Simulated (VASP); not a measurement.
A run of VASP 6.6.1:

The input INCAR:

```
ALGO     = Normal         # electronic algorithm
EDIFF    = 1E-6           # SCF threshold, eV
EDIFFG   = -0.02          # ionic threshold
ENCUT    = 520            # plane-wave cutoff, eV
GGA      = PE             # functional
IBRION   = 2              # ionic algorithm
ISIF     = 2              # what is computed and relaxed
ISMEAR   = -1             # smearing method
LASPH    = T              # aspherical terms in the spheres
LCHARG   = F              # write CHGCAR
LREAL    = F              # projectors in reciprocal space
LWAVE    = F              # write WAVECAR
NELM     = 60             # most SCF steps
NSW      = 80             # ionic steps
PREC     = Accurate       # precision mode
SIGMA    = 0.02           # smearing width, eV
```

File KPOINTS:

```
k-points
0
Gamma
  13 13 13
```

File POSCAR:

```
CdS
1.0
    0.0000000000      2.9165000000      2.9456650000
    2.9165000000      0.0000000000      2.9456650000
    2.9165000000      2.9165000000      0.0000000000
Cd S
1 1
Direct
    0.0000000000      0.0000000000      0.0000000000
    0.2500000000      0.2500000000      0.2500000000
```

Potentials or basis: VASP PAW PBE potentials, release 64 (Cd, S).

Command:

```console
$ cat potpaw_PBE.64/Cd/POTCAR potpaw_PBE.64/S/POTCAR > POTCAR
$ mpirun -np 1 vasp_std > vasp.out
```

Hardware: 1 thread of Oxide Virtual Turin-like Processor, with other jobs on the host.

**Question.** How long does it take, and how much memory?

**Answer.** Run time: 2.6 min on 1 thread of Oxide Virtual Turin-like Processor (shared host), peak memory 0.24 GiB. Counts: scf iterations 14, k points 196, ion steps 1.
